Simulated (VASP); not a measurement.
# Zn3Se (P6_3/mmc) in VASP: further runs

Zn3Se is run at these levels: PBE; tasks: single point.

All numbers are computed with VASP 6.6.1; they aren't measurements. Logs are shortened: lines on timing, memory, paths and dates and some standing lists are left out, and cuts for length are marked.

## 1. The cell of the first run

It takes space group P6_3/mmc (No. 194, hexagonal). The conventional cell has a = 6.063 Å, b = 6.063 Å, c = 4.894 Å, α = 90.00°, β = 90.00°, γ = 120.00°. Zn (site symmetry mm2) has 4 Se at 3.01 to 3.03 Å and 8 Zn at 3.01 to 3.04 Å within 4.0 Å. Within 4.0 Å of Se (site symmetry -6m2) lie 12 Zn at 3.01 to 3.03 Å.

The cell was generated, and may not be a known phase.

## 2. Single point, PBE

INCAR

```
  PREC = Accurate
  ENCUT = 520
  EDIFF = 1E-7
  ISMEAR = 0
  SIGMA = 0.1
  LREAL = F
  LASPH = T
  NELM = 100
  ALGO = Normal
  ISIF = 2
  LWAVE = F
  LCHARG = T
  GGA = PE
  LELF = T
  LVHAR = T
  NBANDS = 52
```

KPOINTS

```
regular mesh
0
Gamma
  3 3 4
```

POSCAR

```
Zn3Se
1.0
    6.0633142600      0.0000000000      0.0000000000
   -3.0316571300      5.2509841800      0.0000000000
    0.0000000000      0.0000000000      4.8943674600
Zn Se
6 2
Direct
    0.8329999900      0.6659999800      0.2500000000
    0.1670000100      0.8329999900      0.7500000000
    0.3340000200      0.1670000100      0.2500000000
    0.1670000100      0.3340000200      0.7500000000
    0.8329999900      0.1670000100      0.2500000000
    0.6659999800      0.8329999900      0.7500000000
    0.3333333300      0.6666666700      0.2500000000
    0.6666666700      0.3333333300      0.7500000000
```

Potentials or basis: VASP PAW PBE potentials, release 64 (Zn, Se).

Command:

```console
$ cat potpaw_PBE.64/Zn/POTCAR potpaw_PBE.64/Se/POTCAR > POTCAR
$ mpirun -np 1 vasp_std > vasp.out
```

OUTCAR:

```text
PREC = Accurate
   ENCUT = 520
   EDIFF = 1E-7
   ISMEAR = 0
   LREAL = F
   LASPH = T
   NELM = 100
   ISIF = 2
   GGA = PE

 ion  position               nearest neighbor table
   1  0.833  0.666  0.250-   6 3.01   6 3.01   2 3.01   2 3.01   5 3.03   3 3.03   3 3.04   5 3.04

   2  0.167  0.833  0.750-   3 3.01   3 3.01   1 3.01   1 3.01   4 3.03   6 3.03   4 3.04   6 3.04

   3  0.334  0.167  0.250-   2 3.01   2 3.01   4 3.01   4 3.01   1 3.03   5 3.03   1 3.04   5 3.04

   4  0.167  0.334  0.750-   3 3.01   3 3.01   5 3.01   5 3.01   2 3.03   6 3.03   2 3.04   6 3.04

   5  0.833  0.167  0.250-   6 3.01   6 3.01   4 3.01   4 3.01   1 3.03   3 3.03   1 3.04   3 3.04

   6  0.666  0.833  0.750-   5 3.01   5 3.01   1 3.01   1 3.01   4 3.03   2 3.03   4 3.04   2 3.04

   7  0.333  0.667  0.250-
   8  0.667  0.333  0.750-

  LATTYP: Found a hexagonal cell.
 ALAT       =     6.0633142600
 C/A-ratio  =     0.8072099268

  Lattice vectors:

 A1 = (   6.0633142600,   0.0000000000,   0.0000000000)
 A2 = (  -3.0316571300,   5.2509841800,   0.0000000000)
 A3 = (   0.0000000000,   0.0000000000,   4.8943674600)

Analysis of symmetry for initial positions (statically):
=====================================================================
 Subroutine PRICEL returns:
 Original cell was already a primitive cell.

 Routine SETGRP: Setting up the symmetry group for a
 hexagonal supercell.

 Subroutine GETGRP returns: Found 24 space group operations
 (whereof 12 operations were pure point group operations)
 out of a pool of 24 trial point group operations.

The static configuration has the point symmetry D_3d.
 The point group associated with its full space group is D_6h.

Analysis of symmetry for dynamics (positions and initial velocities):
=====================================================================
 Subroutine PRICEL returns:
 Original cell was already a primitive cell.

 Routine SETGRP: Setting up the symmetry group for a
 hexagonal supercell.

 Subroutine GETGRP returns: Found 24 space group operations
 (whereof 12 operations were pure point group operations)
 out of a pool of 24 trial point group operations.

The dynamic configuration has the point symmetry D_3d.
 The point group associated with its full space group is D_6h.

 Subroutine INISYM returns: Found 24 space group operations
 (whereof 12 operations are pure point group operations),
 and found     1 'primitive' translations

[... 95 lines left out ...]
   NFREE  =      0    steps in history (QN), initial steepest desc. (CG)
   ISIF   =      2    stress and relaxation
   ISYM   =      2    0-nonsym 1-usesym 2-fastsym
   POTIM  = 0.5000    time-step for ionic-motion
   TEBEG  =    0.0;   TEEND  =   0.0 temperature during run
   PSTRESS=    0.0 pullay stress
   NELECT =      84.0000    total number of electrons
   NUPDOWN=      -1.0000    fix difference up-down
   EMIN   =  10.00;   EMAX   =-10.00  energy-range for DOS
   EFERMI =   0.00;   METHOD = LEGACY
   ISMEAR =     0;   SIGMA  =   0.10  broadening in eV -4-tet -1-fermi 0-gaus
   EFERMI_NEDOS =   21; number of points for ismear=-14 and -15
   IALGO  =     38    algorithm
   IMIX   =      4    mixing-type and parameters
     AMIX     =   0.40;   BMIX     =  1.00
     AMIX_MAG =   1.60;   BMIX_MAG =  1.00
  volume/ion in A,a.u.               =      19.48       131.45
  Fermi-wavevector in a.u.,A,eV,Ry     =   1.332351  2.517779 24.152524  1.775160
  Thomas-Fermi vector in A             =   2.461293
   LORBIT       =      0    0 simple, 1 ext, 2 COOP (PROOUT), +10 PAW based schemes
   GGA     = PE    functional components
   LHFCALC =     F    Hartree Fock is set to
   AEXX    =    0.0000 exact exchange contribution
   IVDW    =     0    specifies the selected vdW correction
   LEPSILON=     F    determine dielectric tensor
   LRPA    =     F    only Hartree local field effects (RPA)
 non-spin polarized calculation
 Gauss-broadening in eV      SIGMA  =   0.10
  energy-cutoff  :      520.00
  volume of cell :      155.83
 maximum number of plane-waves:      4215
 NGX is ok and might be reduce to    48
   NGX = 23   NGY = 23   NGZ = 19

 number of electron      84.0000086 magnetization

 Free energy of the ion-electron system (eV)
  ---------------------------------------------------
  ext. energy  EPLUGINS =         0.00000000
  ---------------------------------------------------
  free energy    TOTEN  =       -12.23462009 eV

  energy without entropy =      -12.21034221  energy(sigma->0) =      -12.22248115

 E-fermi :   2.7116     XC(G=0): -10.4198

 val. band max:        2.7001580144   @ k =   0.3333   0.3333   0.0000
 cond. band min:       2.8001394784   @ k =   0.0000   0.0000   0.2500
 fundamental gap:      0.0999814639
 Fermi energy:         2.7115833107

 k-point     1 :       0.0000    0.0000    0.0000
  band No.  band energies     occupation
      1     -11.0407      2.00000
      2     -10.3396      2.00000
      3      -4.6958      2.00000
      4      -4.6666      2.00000
      5      -4.5970      2.00000
      6      -4.5660      2.00000
[... 484 lines left out ...]
     51       8.8037      0.00000
     52       8.8045      0.00000

------------------------ aborting loop because EDIFF is reached ----------------------------------------

  FORCE on cell =-STRESS in cart. coord.  units (eV):
  Direction    XX          YY          ZZ          XY          YZ          ZX
  --------------------------------------------------------------------------------------
  -------------------------------------------------------------------------------------
  Total       -1.3091538     -1.3091538     -7.6093620      0.0000000     -0.0000000      0.0000000
  in kB      -13.4602739    -13.4602739    -78.2368698      0.0000000     -0.0000000      0.0000000
  external PRESSURE =     -35.0524726 kB  Pullay stress =       0.0000000 kB

 VOLUME and BASIS-vectors are now :
 -----------------------------------------------------------------------------
  energy-cutoff  :      520.00
  volume of cell :      155.83
      direct lattice vectors                 reciprocal lattice vectors
     6.063314260  0.000000000  0.000000000     0.164926302  0.095220245  0.000000000
    -3.031657130  5.250984180  0.000000000     0.000000000  0.190440490  0.000000000
     0.000000000  0.000000000  4.894367460     0.000000000  0.000000000  0.204316494

 POSITION                                       TOTAL-FORCE (eV/Angst)
 -----------------------------------------------------------------------------------
      3.03166      3.49716      1.22359         0.000000      0.309685      0.000000
     -1.51280      4.37407      3.67078        -0.268195      0.154843      0.000000
      1.51886      0.87691      1.22359        -0.268195     -0.154843      0.000000
      0.00000      1.75383      3.67078        -0.000000     -0.309685     -0.000000
      4.54445      0.87691      1.22359         0.268195     -0.154843     -0.000000
      1.51280      4.37407      3.67078         0.268195      0.154843     -0.000000
     -0.00000      3.50066      1.22359         0.000000     -0.000000      0.000000
      3.03166      1.75033      3.67078        -0.000000      0.000000      0.000000
 -----------------------------------------------------------------------------------
    total drift:                               -0.000011      0.000006      0.000000

  FREE ENERGIE OF THE ION-ELECTRON SYSTEM (eV)
  ---------------------------------------------------
  free  energy   TOTEN  =       -12.2346200937 eV

  energy  without entropy=      -12.2103422142  energy(sigma->0) =      -12.22248115
```

OSZICAR:

```text
N       E                     dE             d eps       ncg     rms          rms(c)
DAV:   1     0.629527183694E+03    0.62953E+03   -0.39283E+04   936   0.219E+03
DAV:   2     0.577247392757E+02   -0.57180E+03   -0.55428E+03   936   0.468E+02
DAV:   3    -0.966100839348E+01   -0.67386E+02   -0.65376E+02  1028   0.148E+02
DAV:   4    -0.128758877679E+02   -0.32149E+01   -0.31777E+01  1020   0.291E+01
DAV:   5    -0.129081339260E+02   -0.32246E-01   -0.32219E-01  1024   0.263E+00    0.690E+00
DAV:   6    -0.122498241589E+02    0.65831E+00   -0.21814E+00  1148   0.191E+01    0.516E+00
DAV:   7    -0.122461048165E+02    0.37193E-02   -0.45783E-01   996   0.399E+00    0.224E+00
DAV:   8    -0.122355379455E+02    0.10567E-01   -0.17755E-02  1020   0.687E-01    0.560E-01
DAV:   9    -0.122345543970E+02    0.98355E-03   -0.29122E-03  1024   0.360E-01    0.899E-02
DAV:  10    -0.122345982943E+02   -0.43897E-04   -0.53953E-04  1040   0.124E-01    0.536E-02
DAV:  11    -0.122346216376E+02   -0.23343E-04   -0.12097E-04  1004   0.769E-02    0.820E-03
DAV:  12    -0.122346202351E+02    0.14025E-05   -0.87604E-06  1076   0.326E-02    0.454E-03
DAV:  13    -0.122346201831E+02    0.51965E-07   -0.22525E-06   976   0.107E-02    0.121E-03
DAV:  14    -0.122346200937E+02    0.89489E-07   -0.99052E-08   584   0.183E-03
   1 F= -.12234620E+02 E0= -.12222481E+02  d E =-.242779E-01
```

It took 90 s on 1 thread of Intel Xeon Platinum 8488C (Sapphire Rapids), shared host; peak memory 0.29 GiB.

What came out:

```yaml
Free_energy: -12.2346 eV
Pressure: -3.5 GPa
Largest_force: 0.310 eV/Å
Band_gap_on_the_k_mesh: zero (bands 42 and 43 overlap by 1.22 eV)
```

Forces in eV/Å, atoms in the order of the input:
```
Zn   0.000  0.310  0.000
Zn  -0.268  0.155  0.000
Zn  -0.268 -0.155  0.000
Zn   0.000 -0.310  0.000
Zn   0.268 -0.155  0.000
Zn   0.268  0.155  0.000
Se   0.000  0.000  0.000
Se   0.000  0.000  0.000
```

Stress tensor (GPa, compression positive):
```
-1.35  0.00  0.00
 0.00 -1.35  0.00
 0.00  0.00 -7.82
```

Caveat: the k points lie up to 0.40 Å⁻¹ apart, too coarse for converged energies and pressures of a metal.

## 3. Single point, PBE

This run uses another cell than the first one, of 19.15 Å³/atom.

INCAR

```
SYSTEM = Zn3Se
  PREC = Accurate
  ENCUT = 520
  EDIFF = 1E-7
  ISMEAR = 0
  SIGMA = 0.1
  LREAL = .FALSE.
  LASPH = .TRUE.
  NELM = 60
  ALGO = Normal
  ISIF = 2
  LWAVE = .FALSE.
  LCHARG = .FALSE.
  GGA = PE
  NBANDS = 52
```

KPOINTS

```
regular mesh
0
G
  6 6 8
  0 0 0
```

POSCAR

```
Zn3Se
1.0
    6.9445378393      0.0000000000      0.0000000000
   -3.4722689196      6.0141461863      0.0000000000
    0.0000000000      0.0000000000      3.6678490334
Zn Se
6 2
Direct
    0.8387246220      0.6774492441      0.2500000000
    0.1612753780      0.8387246220      0.7500000000
    0.3225507559      0.1612753780      0.2500000000
    0.1612753780      0.3225507559      0.7500000000
    0.8387246220      0.1612753780      0.2500000000
    0.6774492441      0.8387246220      0.7500000000
    0.3333333333      0.6666666667      0.2500000000
    0.6666666667      0.3333333333      0.7500000000
```

Potentials or basis: VASP PAW PBE potentials, release 64 (Zn, Se).

Command:

```console
$ cat potpaw_PBE.64/Zn/POTCAR potpaw_PBE.64/Se/POTCAR > POTCAR
$ mpirun -np 1 vasp_std > vasp.out
```

OUTCAR:

```text
SYSTEM = Zn3Se
   PREC = Accurate
   ENCUT = 520
   EDIFF = 1E-7
   ISMEAR = 0
   LREAL = .FALSE.
   LASPH = .TRUE.
   NELM = 60
   ISIF = 2
   GGA = PE

 ion  position               nearest neighbor table
   1  0.839  0.677  0.250-   6 2.67   6 2.67   2 2.67   2 2.67   8 2.77   8 2.77
   2  0.161  0.839  0.750-   3 2.67   3 2.67   1 2.67   1 2.67   7 2.77   7 2.77
   3  0.323  0.161  0.250-   4 2.67   4 2.67   2 2.67   2 2.67   8 2.77   8 2.77
   4  0.161  0.323  0.750-   3 2.67   3 2.67   5 2.67   5 2.67   7 2.77   7 2.77
   5  0.839  0.161  0.250-   6 2.67   6 2.67   4 2.67   4 2.67   8 2.77   8 2.77
   6  0.677  0.839  0.750-   1 2.67   1 2.67   5 2.67   5 2.67   7 2.77   7 2.77
   7  0.333  0.667  0.250-   2 2.77   2 2.77   4 2.77   4 2.77   6 2.77   6 2.77
   8  0.667  0.333  0.750-   5 2.77   5 2.77   1 2.77   1 2.77   3 2.77   3 2.77

  LATTYP: Found a hexagonal cell.
 ALAT       =     6.9445378393
 C/A-ratio  =     0.5281631576

  Lattice vectors:

 A1 = (   6.9445378393,   0.0000000000,   0.0000000000)
 A2 = (  -3.4722689196,   6.0141461863,   0.0000000000)
 A3 = (   0.0000000000,   0.0000000000,   3.6678490334)

Analysis of symmetry for initial positions (statically):
=====================================================================
 Subroutine PRICEL returns:
 Original cell was already a primitive cell.

 Routine SETGRP: Setting up the symmetry group for a
 hexagonal supercell.

 Subroutine GETGRP returns: Found 24 space group operations
 (whereof 12 operations were pure point group operations)
 out of a pool of 24 trial point group operations.

The static configuration has the point symmetry D_3d.
 The point group associated with its full space group is D_6h.

Analysis of symmetry for dynamics (positions and initial velocities):
=====================================================================
 Subroutine PRICEL returns:
 Original cell was already a primitive cell.

 Routine SETGRP: Setting up the symmetry group for a
 hexagonal supercell.

[... 143 lines left out ...]
   LHFCALC =     F    Hartree Fock is set to
   AEXX    =    0.0000 exact exchange contribution
   IVDW    =     0    specifies the selected vdW correction
   LEPSILON=     F    determine dielectric tensor
   LRPA    =     F    only Hartree local field effects (RPA)
 non-spin polarized calculation
 Gauss-broadening in eV      SIGMA  =   0.10
  energy-cutoff  :      520.00
  volume of cell :      153.19
 maximum number of plane-waves:      4150
 NGX is ok and might be reduce to    54
   NGX = 25   NGY = 25   NGZ = 13

 number of electron      83.9999966 magnetization

 Free energy of the ion-electron system (eV)
  ---------------------------------------------------
  ext. energy  EPLUGINS =         0.00000000
  ---------------------------------------------------
  free energy    TOTEN  =       -13.35195330 eV

  energy without entropy =      -13.34153757  energy(sigma->0) =      -13.34674543

 E-fermi :   2.5320     XC(G=0): -10.4077

 val. band max:        2.5198331878   @ k =   0.3333   0.0000   0.5000
 cond. band min:       2.5411954373   @ k =   0.3333   0.0000   0.3750
 fundamental gap:      0.0213622494
 Fermi energy:         2.5319748472

 k-point     1 :       0.0000    0.0000    0.0000
  band No.  band energies     occupation
      1     -11.0291      2.00000
      2     -10.5345      2.00000
      3      -4.8859      2.00000
      4      -4.8859      2.00000
      5      -4.8673      2.00000
      6      -4.8673      2.00000
[... 1309 lines left out ...]
     51       7.8471      0.00000
     52       8.3695      0.00000

 [... further k-points ...]

------------------------ aborting loop because EDIFF is reached ----------------------------------------

  FORCE on cell =-STRESS in cart. coord.  units (eV):
  Direction    XX          YY          ZZ          XY          YZ          ZX
  --------------------------------------------------------------------------------------
  -------------------------------------------------------------------------------------
  Total        0.1482065      0.1482065      0.1891738      0.0000000      0.0000000     -0.0000000
  in kB        1.5500623      1.5500623      1.9785304      0.0000000      0.0000000     -0.0000000
  external PRESSURE =       1.6928850 kB  Pullay stress =       0.0000000 kB

 VOLUME and BASIS-vectors are now :
 -----------------------------------------------------------------------------
  energy-cutoff  :      520.00
  volume of cell :      153.19
      direct lattice vectors                 reciprocal lattice vectors
     6.944537839  0.000000000  0.000000000     0.143998063  0.083137321  0.000000000
    -3.472268920  6.014146186  0.000000000     0.000000000  0.166274641  0.000000000
     0.000000000  0.000000000  3.667849033     0.000000000  0.000000000  0.272639356

 POSITION                                       TOTAL-FORCE (eV/Angst)
 -----------------------------------------------------------------------------------
      3.47227      4.07428      0.91696        -0.000000     -0.000991     -0.000000
     -1.79229      5.04421      2.75089         0.000859     -0.000496      0.000000
      1.67997      0.96993      0.91696         0.000859      0.000496      0.000000
      0.00000      1.93987      2.75089         0.000000      0.000991      0.000000
      5.26456      0.96993      0.91696        -0.000859      0.000496     -0.000000
      1.79229      5.04421      2.75089        -0.000859     -0.000496      0.000000
     -0.00000      4.00943      0.91696         0.000000     -0.000000      0.000000
      3.47227      2.00472      2.75089         0.000000      0.000000      0.000000
 -----------------------------------------------------------------------------------
    total drift:                               -0.000000      0.000000     -0.000000

  FREE ENERGIE OF THE ION-ELECTRON SYSTEM (eV)
  ---------------------------------------------------
  free  energy   TOTEN  =       -13.3519532979 eV

  energy  without entropy=      -13.3415375651  energy(sigma->0) =      -13.34674543
```

OSZICAR:

```text
N       E                     dE             d eps       ncg     rms          rms(c)
DAV:   1     0.630020010679E+03    0.63002E+03   -0.39102E+04  3640   0.217E+03
DAV:   2     0.570386288140E+02   -0.57298E+03   -0.55556E+03  3640   0.468E+02
DAV:   3    -0.112367270224E+02   -0.68275E+02   -0.66181E+02  4028   0.149E+02
DAV:   4    -0.142632463484E+02   -0.30265E+01   -0.30031E+01  4000   0.289E+01
DAV:   5    -0.142913068266E+02   -0.28060E-01   -0.28044E-01  3972   0.256E+00    0.722E+00
DAV:   6    -0.133700158150E+02    0.92129E+00   -0.28356E+00  4416   0.234E+01    0.552E+00
DAV:   7    -0.133646393664E+02    0.53764E-02   -0.82861E-01  3852   0.477E+00    0.255E+00
DAV:   8    -0.133531250699E+02    0.11514E-01   -0.21846E-02  3908   0.976E-01    0.698E-01
DAV:   9    -0.133518734971E+02    0.12516E-02   -0.62450E-03  4080   0.646E-01    0.102E-01
DAV:  10    -0.133519262627E+02   -0.52766E-04   -0.71241E-04  3952   0.161E-01    0.550E-02
DAV:  11    -0.133519511997E+02   -0.24937E-04   -0.65878E-05  3804   0.429E-02    0.143E-02
DAV:  12    -0.133519537203E+02   -0.25206E-05   -0.65897E-06  3956   0.191E-02    0.347E-03
DAV:  13    -0.133519533919E+02    0.32840E-06   -0.11204E-06  4316   0.819E-03    0.946E-04
DAV:  14    -0.133519532979E+02    0.93984E-07   -0.15849E-07  2612   0.323E-03
   1 F= -.13351953E+02 E0= -.13346745E+02  d E =-.104157E-01
```

Wall time 4.6 min (1 thread of Intel Xeon Platinum 8488C (Sapphire Rapids), shared host); peak memory 0.38 GiB.

Results:

```
Free energy            : -13.3520 eV
Pressure               : 0.2 GPa
Band gap on the k mesh : zero (bands 42 and 43 overlap by 3.31 eV)
```

[end of part 1 of 2]

The gap in the log of VASP goes by the Fermi energy; the results here count the filled bands.